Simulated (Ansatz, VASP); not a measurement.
Two plane-wave programs on Ga2BAs3

```
CELL_PARAMETERS angstrom
5.26178 0.00000 0.00000
-2.63089 4.55684 0.00000
0.00000 0.00000 5.15598
ATOMIC_POSITIONS crystal
Ga 0.33333 0.66667 0.00000
Ga 0.66667 0.33333 0.00000
B 0.00000 0.00000 0.00000
As 0.50000 0.00000 0.50000
As 0.00000 0.50000 0.50000
As 0.50000 0.50000 0.50000
```

Change from the starting cell: species swapped into the CeZn2Ni3 type (P6/mmm, No. 191).

Alike in both runs: functional PBE; k mesh 12 × 12 × 8; occupations gaussian, width 0.1 eV; no spin polarisation.

Ansatz relaxed the structure, and its values are those at the end. VASP's run is a single point on that final structure, the one shown.

```csv
,VASP,Ansatz
version,VASP 6.6.1,Ansatz 0.2.0
potentials or method,"VASP PAW PBE potentials, release 64 (Ga_d, B, As), cutoff 520 eV","scalar-relativistic, plane waves, PAW"
valence electrons in the cell,44,74
```

```tsv
	VASP	Ansatz	Ansatz less VASP
gap on the k mesh at the Fermi level (eV)	none	none	-
pressure (GPa)	0.2	0.0	-0.16
```

A gap of «none» marks a metal or a gap that the smearing closes. VASP's potentials hold 44 valence electrons a cell and Ansatz's 74, so a difference there can come from the potentials and not from the codes.
